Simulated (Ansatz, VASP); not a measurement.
# One calculation of Au3C, two programs

```
Au C
1.0
     2.94020    0.00000    0.00000
    -1.47010    2.54629    0.00000
     0.00000    0.00000   21.89749
Au C
3 1
Direct
  0.66667 0.33333 0.18267
  0.33333 0.66667 0.29452
  0.00000 0.00000 0.40632
  0.11111 0.88889 0.47711
```

Alike in both runs: task single point; functional PBE; k mesh 9 × 9 × 1; occupations gaussian, width 0.1 eV; no spin polarisation.

|  | VASP | Ansatz |
| --- | --- | --- |
| version | VASP 6.6.1 | Ansatz 0.2.0 |
| potentials or method | VASP PAW PBE potentials, release 64 (Au, C), cutoff 520 eV | scalar-relativistic, plane waves, PAW |
| valence electrons in the cell | 37 | 61 |

VASP gave:

| Property | Result |
| --- | --- |
| gap on the k mesh at the Fermi level (eV) | none |
| rms of the force components (eV/Å) | 4.022 |

Question: Estimate Ansatz's values.

Answer: gap on the k mesh at the Fermi level (eV): none; rms of the force components (eV/Å): 3.848.

Atom by atom the forces differ by 0.175 eV/Å (rms over components). A gap of «none» marks a metal or a gap that the smearing closes. VASP's potentials hold 37 valence electrons a cell and Ansatz's 61, so a difference there can come from the potentials and not from the codes.

Spin-orbit coupling is off throughout.
